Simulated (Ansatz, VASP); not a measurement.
One calculation of ZnS, two programs

```xyz
6
Lattice="1.9232 1.1104 9.4483 -1.9232 1.1104 9.4483 0.0000 -2.2207 9.4483" Properties=species:S:1:pos:R:3 pbc="T T T"
Zn    0.0000    0.0000    0.0009
Zn    0.0000    0.0000   22.0449
Zn    0.0000    0.0000   15.7445
S     0.0000    0.0000   25.9839
S     0.0000    0.0000   13.3831
S     0.0000    0.0000   19.6877
```

Alike in both runs: functional PBE; k mesh 12 × 12 × 12; no spin polarisation.

Ansatz relaxed the structure, and its values are those at the end. VASP's run is a single point on that final structure, the one shown.

```csv
,VASP,Ansatz
version,VASP 6.6.1,Ansatz 0.2.0
potentials or method,"VASP PAW PBE potentials, release 64 (Zn, S), cutoff 520 eV","scalar-relativistic, plane waves, PAW"
occupations,"gaussian, width 0.01 eV",fixed
valence electrons in the cell,54,54
```

Ansatz gave:

* gap on the k mesh at the Fermi level (eV): 2.06
* least direct gap on the mesh (eV): 2.06
* pressure (GPa): 0.0

Q: Which values does VASP return?

A: gap on the k mesh at the Fermi level (eV): 2.06; least direct gap on the mesh (eV): 2.06; pressure (GPa): 0.2.
